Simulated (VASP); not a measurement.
# Ga (I4/mmm) in VASP: single point with r2SCAN

Aim: the single point of Ga with r2SCAN.

Everything below comes from runs of VASP 6.6.1. Logs are shortened: lines on timing, memory, paths and dates and some standing lists are left out, and cuts for length are marked.

**1. The cell of the first run**

The structure is tetragonal, space group I4/mmm (No. 139). Conventional cell: a = 2.808 Å, b = 2.808 Å, c = 4.458 Å, α = 90.00°, β = 90.00°, γ = 90.00°. Within 3.7 Å of Ga (site symmetry 4/mmm) lie 12 Ga at 2.81 to 2.99 Å.

**2. Single point, r2SCAN**

POSCAR

```
Ga
1.0
   -1.4040000000      1.4040000000      2.2290000000
    1.4040000000     -1.4040000000      2.2290000000
    1.4040000000      1.4040000000     -2.2290000000
Ga
1
Direct
    0.0000000000      0.0000000000      0.0000000000
```

INCAR.step1

```
SYSTEM = Ga
ALGO = Normal
EDIFF = 1E-5
ENCUT = 550
GGA = PE
GGA_COMPAT = .FALSE.
ISMEAR = 0
LASPH = .TRUE.
LCHARG = .FALSE.
LREAL = .FALSE.
LWAVE = .TRUE.
NBANDS = 12
NELM = 120
PREC = Accurate
SIGMA = 0.1
```

INCAR.step2

```
SYSTEM = Ga
ALGO = Normal
EDIFF = 1E-6
ENCUT = 550
GGA_COMPAT = .FALSE.
ISIF = 2
ISMEAR = 0
ISTART = 1
LASPH = .TRUE.
LCHARG = .FALSE.
LMIXTAU = .TRUE.
LREAL = .FALSE.
LWAVE = .FALSE.
METAGGA = R2SCAN
NBANDS = 12
NELM = 120
PREC = Accurate
SIGMA = 0.1
```

KPOINTS

```
k-points
0
G
  8 8 8
  0 0 0
```

Potentials or basis: VASP PAW PBE potentials, release 64 (Ga_d).

On the command line:

```
> cat potpaw_PBE.64/Ga_d/POTCAR > POTCAR
> cp INCAR.step1 INCAR
> mpirun -np 1 vasp_std > vasp.out
> cp INCAR.step2 INCAR
> mpirun -np 1 vasp_std > vasp.out
```

OUTCAR:

```text
SYSTEM = Ga
   EDIFF = 1E-6
   ENCUT = 550
   ISIF = 2
   ISMEAR = 0
   ISTART = 1
   LASPH = .TRUE.
   LREAL = .FALSE.
   METAGGA = R2SCAN
   NELM = 120
   PREC = Accurate

 ion  position               nearest neighbor table
   1  0.000  0.000  0.000-

  LATTYP: Found a body centered tetragonal cell.
 ALAT       =     2.8080000000
 C/A-ratio  =     1.5876068376

  Lattice vectors:

 A1 = (  -1.4040000000,   1.4040000000,   2.2290000000)
 A2 = (   1.4040000000,  -1.4040000000,   2.2290000000)
 A3 = (   1.4040000000,   1.4040000000,  -2.2290000000)

Analysis of symmetry for initial positions (statically):
=====================================================================
 Subroutine PRICEL returns:
 Original cell was already a primitive cell.

 Routine SETGRP: Setting up the symmetry group for a
 body centered tetragonal supercell.

 Subroutine GETGRP returns: Found 16 space group operations
 (whereof 16 operations were pure point group operations)
 out of a pool of 16 trial point group operations.

The static configuration has the point symmetry D_4h.

Analysis of symmetry for dynamics (positions and initial velocities):
=====================================================================
 Subroutine PRICEL returns:
 Original cell was already a primitive cell.

 Routine SETGRP: Setting up the symmetry group for a
 body centered tetragonal supercell.

 Subroutine GETGRP returns: Found 16 space group operations
 (whereof 16 operations were pure point group operations)
 out of a pool of 16 trial point group operations.

The dynamic configuration has the point symmetry D_4h.

 Subroutine INISYM returns: Found 16 space group operations
 (whereof 16 operations are pure point group operations),
 and found     1 'primitive' translations

----------------------------------------------------------------------------------------

                                     Primitive cell

  volume of cell :      17.5754

  direct lattice vectors                    reciprocal lattice vectors
    -1.404000000  1.404000000  2.229000000     0.000000000  0.356125356  0.224315837
     1.404000000 -1.404000000  2.229000000     0.356125356  0.000000000  0.224315837
     1.404000000  1.404000000 -2.229000000     0.356125356  0.356125356  0.000000000

  length of vectors
     2.985108541  2.985108541  2.985108541     0.420883433  0.420883433  0.503637309

  position of ions in fractional coordinates (direct lattice)
     0.000000000  0.000000000  0.000000000

  ion indices of the primitive-cell ions
   primitive index   ion index
                 1           1

----------------------------------------------------------------------------------------

 KPOINTS: k-points

Automatic generation of k-mesh.
 Grid dimensions read from file:
 generate k-points for:    8    8    8

 Generating k-lattice:

  Cartesian coordinates                     Fractional coordinates (reciprocal lattice)
     0.000000000  0.044515670  0.028039480     0.125000000  0.000000000 -0.000000000
     0.044515670  0.000000000  0.028039480     0.000000000  0.125000000 -0.000000000
     0.044515670  0.044515670  0.000000000     0.000000000  0.000000000  0.125000000

  Length of vectors
     0.052610429  0.052610429  0.062954664

  Shift w.r.t. Gamma in fractional coordinates (k-lattice)
     0.000000000  0.000000000  0.000000000

 Subroutine IBZKPT returns following result:
 ===========================================

 Found     59 irreducible k-points:

 Following reciprocal coordinates:
            Coordinates               Weight
  0.000000  0.000000  0.000000      1.000000
  0.125000  0.000000 -0.000000      8.000000
  0.250000  0.000000 -0.000000      8.000000
  0.375000  0.000000 -0.000000      8.000000
  0.500000  0.000000 -0.000000      4.000000
  0.125000  0.125000 -0.000000      8.000000
[... 16 lines left out ...]
  0.250000  0.125000  0.125000     16.000000
  0.375000  0.125000  0.125000      8.000000
 [... further k-points ...]
   k-points           NKPTS =     59   k-points in BZ     NKDIM =     59   number of bands    NBANDS=     12
   number of dos      NEDOS =    301   number of ions     NIONS =      1
   total plane-waves  NPLWV =  13824
   dimension x,y,z NGX =    24 NGY =   24 NGZ =   24
   dimension x,y,z NGXF=    48 NGYF=   48 NGZF=   48
   ions per type =               1
   NGX,Y,Z   is equivalent  to a cutoff of  13.37, 13.37, 13.37 a.u.
   NGXF,Y,Z  is equivalent  to a cutoff of  26.73, 26.73, 26.73 a.u.
 SYSTEM =  Ga
   PREC   = accura    normal or accurate (medium, high low for compatibility)
   ISTART =      1    job   : 0-new  1-cont  2-samecut
   ICHARG =      0    charge: 1-file 2-atom 10-const
   ISPIN  =      1    spin polarized calculation?
   LNONCOLLINEAR =      F non collinear calculations
   LSORBIT =      F    spin-orbit coupling
   LASPH  =      T    aspherical Exc in radial PAW
   ENCUT  =  550.0 eV  40.42 Ry    6.36 a.u.   5.71  5.71  5.71*2*pi/ulx,y,z
   NELM   =    120;   NELMIN=  2; NELMDL=  0     # of ELM steps
   EDIFF  = 0.1E-05   stopping-criterion for ELM
   LREAL  =      F    real-space projection
   EDIFFG = 0.1E-04   stopping-criterion for IOM
   NSW    =      0    number of steps for IOM
   IBRION =     -1    ionic relax: 0-MD 1-quasi-New 2-CG
   NFREE  =      0    steps in history (QN), initial steepest desc. (CG)
   ISIF   =      2    stress and relaxation
   ISYM   =      2    0-nonsym 1-usesym 2-fastsym
   POTIM  = 0.5000    time-step for ionic-motion
   TEBEG  =    0.0;   TEEND  =   0.0 temperature during run
   PSTRESS=    0.0 pullay stress
   NELECT =      13.0000    total number of electrons
   NUPDOWN=      -1.0000    fix difference up-down
   EMIN   =  10.00;   EMAX   =-10.00  energy-range for DOS
   EFERMI =   0.00;   METHOD = LEGACY
   ISMEAR =     0;   SIGMA  =   0.10  broadening in eV -4-tet -1-fermi 0-gaus
   EFERMI_NEDOS =   21; number of points for ismear=-14 and -15
   IALGO  =     38    algorithm
   IMIX   =      4    mixing-type and parameters
     AMIX     =   0.40;   BMIX     =  1.00
     AMIX_MAG =   1.60;   BMIX_MAG =  1.00
  volume/ion in A,a.u.               =      17.58       118.60
  Fermi-wavevector in a.u.,A,eV,Ry     =   1.480544  2.797822 29.824096  2.192009
  Thomas-Fermi vector in A             =   2.594565
   LORBIT       =      0    0 simple, 1 ext, 2 COOP (PROOUT), +10 PAW based schemes
   METAGGA = R2SCAN    functional components
   LHFCALC =     F    Hartree Fock is set to
   AEXX    =    0.0000 exact exchange contribution
   IVDW    =     0    specifies the selected vdW correction
   LEPSILON=     F    determine dielectric tensor
   LRPA    =     F    only Hartree local field effects (RPA)
 non-spin polarized calculation
 Gauss-broadening in eV      SIGMA  =   0.10
  energy-cutoff  :      550.00
  volume of cell :       17.58
 maximum number of plane-waves:       533
   NGX = 11   NGY = 11   NGZ = 11

 number of electron      12.9999995 magnetization

 Free energy of the ion-electron system (eV)
  ---------------------------------------------------
  ext. energy  EPLUGINS =         0.00000000
  ---------------------------------------------------
  free energy    TOTEN  =       -11.32169717 eV

  energy without entropy =      -11.32079028  energy(sigma->0) =      -11.32124372

 E-fermi :   6.1011     XC(G=0): -12.5918

 val. band max:        6.0755447986   @ k =  -0.2500   0.5000   0.2500
 cond. band min:       6.4507899471   @ k =   0.3750   0.3750  -0.0000
 fundamental gap:      0.3752451484
 Fermi energy:         6.1011281643

 k-point     1 :       0.0000    0.0000    0.0000
  band No.  band energies     occupation
      1      -9.4842      2.00000
      2      -9.3399      2.00000
      3      -9.3399      2.00000
      4      -9.3142      2.00000
      5      -9.1744      2.00000
      6      -6.0938      2.00000
      7      19.9269      0.00000
      8      19.9269      0.00000
      9      20.0416      0.00000
     10      23.2656      0.00000
     11      23.3764      0.00000
     12      24.0657      0.00000

 k-point     2 :       0.1250    0.0000   -0.0000
  band No.  band energies     occupation
      1      -9.4642      2.00000
      2      -9.3526      2.00000
      3      -9.3216      2.00000
      4      -9.3011      2.00000
      5      -9.1852      2.00000
      6      -5.6430      2.00000
      7      15.7589      0.00000
      8      18.7226      0.00000
      9      19.4459      0.00000
     10      22.0696      0.00000
     11      23.6380      0.00000
     12      25.2932      0.00000

 k-point     3 :       0.2500    0.0000   -0.0000
  band No.  band energies     occupation
      1      -9.4532      2.00000
      2      -9.3972      2.00000
      3      -9.2984      2.00000
      4      -9.2298      2.00000
      5      -9.1899      2.00000
      6      -4.2699      2.00000
      7      10.2454      0.00000
      8      16.9866      0.00000
      9      18.8752      0.00000
     10      21.1681      0.00000
     11      22.3265      0.00000
     12      26.3628      0.00000

 k-point     4 :       0.3750    0.0000   -0.0000
  band No.  band energies     occupation
      1      -9.4841      2.00000
      2      -9.4339      2.00000
      3      -9.3146      2.00000
      4      -9.1546      2.00000
      5      -9.1338      2.00000
      6      -1.9655      2.00000
      7       5.3661      2.00000
      8      15.8160      0.00000
      9      18.7262      0.00000
     10      20.0316      0.00000
     11      22.4188      0.00000
     12      24.2606      0.00000

 k-point     5 :       0.5000    0.0000   -0.0000
  band No.  band energies     occupation
      1      -9.5059      2.00000
      2      -9.4445      2.00000
      3      -9.3273      2.00000
      4      -9.1339      2.00000
      5      -9.0910      2.00000
      6       0.9687      2.00000
      7       1.5665      2.00000
      8      15.4073      0.00000
      9      18.7775      0.00000
     10      19.6249      0.00000
     11      22.8040      0.00000
     12      23.3803      0.00000
[... 228 lines left out ...]
      1      -9.5826      2.00000
      2      -9.5441      2.00000
      3      -9.1320      2.00000
      4      -9.1297      2.00000
      5      -9.0197      2.00000
      6       3.6225      2.00000
      7       4.9267      2.00000
      8      10.4607      0.00000
      9      11.5102      0.00000
     10      14.6433      0.00000
     11      15.0417      0.00000
     12      35.0848      0.00000

 k-point    22 :       0.1250    0.1250    0.1250
  band No.  band energies     occupation
      1      -9.4265      2.00000
      2      -9.3282      2.00000
      3      -9.3199      2.00000
      4      -9.2650      2.00000
      5      -9.1823      2.00000
      6      -2.9680      2.00000
      7      11.1417      0.00000
      8      11.6292      0.00000
      9      16.8393      0.00000
     10      19.9594      0.00000
     11      20.2236      0.00000
     12      23.0373      0.00000

 k-point    23 :       0.2500    0.1250    0.1250
  band No.  band energies     occupation
      1      -9.4315      2.00000
      2      -9.3726      2.00000
      3      -9.3171      2.00000
      4      -9.2307      2.00000
      5      -9.1321      2.00000
      6      -0.6835      2.00000
      7       6.5915      0.00000
      8      11.5073      0.00000
      9      14.5395      0.00000
     10      18.8801      0.00000
     11      20.9839      0.00000
     12      24.5122      0.00000

 k-point    24 :       0.3750    0.1250    0.1250
  band No.  band energies     occupation
      1      -9.4375      2.00000
      2      -9.3958      2.00000
      3      -9.2833      2.00000
      4      -9.2584      2.00000
      5      -9.0941      2.00000
      6       2.1159      2.00000
      7       2.9476      2.00000
      8      12.0927      0.00000
      9      13.1250      0.00000
     10      18.4684      0.00000
     11      20.7019      0.00000
     12      28.7289      0.00000

 [... further k-points ...]

------------------------ aborting loop because EDIFF is reached ----------------------------------------

  FORCE on cell =-STRESS in cart. coord.  units (eV):
  Direction    XX          YY          ZZ          XY          YZ          ZX
  --------------------------------------------------------------------------------------
  -------------------------------------------------------------------------------------
  Total       -0.1057533     -0.1057533      0.5392540      0.0000000     -0.0000000      0.0000000
  in kB       -9.6405119     -9.6405119     49.1586161      0.0000000     -0.0000000      0.0000000
  external PRESSURE =       9.9591974 kB  Pullay stress =       0.0000000 kB

 VOLUME and BASIS-vectors are now :
 -----------------------------------------------------------------------------
  energy-cutoff  :      550.00
  volume of cell :       17.58
      direct lattice vectors                 reciprocal lattice vectors
    -1.404000000  1.404000000  2.229000000     0.000000000  0.356125356  0.224315837
     1.404000000 -1.404000000  2.229000000     0.356125356  0.000000000  0.224315837
     1.404000000  1.404000000 -2.229000000     0.356125356  0.356125356  0.000000000

 POSITION                                       TOTAL-FORCE (eV/Angst)
 -----------------------------------------------------------------------------------
      0.00000      0.00000      0.00000         0.000000      0.000000      0.000000
 -----------------------------------------------------------------------------------
    total drift:                                0.000000      0.000000     -0.000000

  FREE ENERGIE OF THE ION-ELECTRON SYSTEM (eV)
  ---------------------------------------------------
  free  energy   TOTEN  =       -11.3216971654 eV

  energy  without entropy=      -11.3207902837  energy(sigma->0) =      -11.32124372
```

Wall time 67 s (1 thread of Intel Xeon 8259CL, shared host); peak memory 0.15 GiB.

Results:

* Free energy: -11.3217 eV
* Pressure: 1.0 GPa
* Band gap on the k mesh: zero (an odd number of electrons rules out a gap without spin polarisation)

Caveat: the stress differs along the axes, from -1 to 5 GPa; the PAW data sets were made with another functional, which shifts forces and pressure a little.

The gap in the log of VASP goes by the Fermi energy; the results here count the filled bands.